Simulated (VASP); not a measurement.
SiC (lda), 2 atoms in the cell. The structure is cubic, space group Fm-3m (No. 225). Conventional cell: a = 4.176 Å, b = 4.176 Å, c = 4.176 Å, α = 90.00°, β = 90.00°, γ = 90.00°. C (site symmetry m-3m) has 6 Si at 2.09 Å within 2.8 Å. Si (site symmetry m-3m) has 6 C at 2.09 Å within 2.8 Å. 

| Property | Result |
| --- | --- |
| Program | VASP 6.6.1 |
| Task | single point |
| Functional | LDA |
| Potentials or basis | VASP PAW LDA potentials, release 64 (C, Si) |
| Cutoff | 600 eV |
| k mesh | 8 × 8 × 8 |
| Occupations | gaussian, width 0.1 eV |
| Spin | no spin polarisation |
| Dipole correction | no |
| Further INCAR settings | ALGO = Normal; EDIFF = 1e-06; NBANDS = 11 |

Potentials or basis: VASP PAW LDA potentials, release 64 (C, Si).

Run with:

```sh
$ cat potpaw_LDA.64/C/POTCAR potpaw_LDA.64/Si/POTCAR > POTCAR
$ mpirun -np 1 vasp_std > vasp.out
```

Hardware: 1 thread of Intel(R) Xeon(R) Platinum 8488C (Sapphire Rapids), with other jobs on the host.

**Question.** How long does it take, and how much memory?

**Answer.** Wall time 5.4 s on 1 thread of Intel(R) Xeon(R) Platinum 8488C (Sapphire Rapids) (shared host), peak memory 0.12 GiB. Counts: scf iterations 12, k points 29.
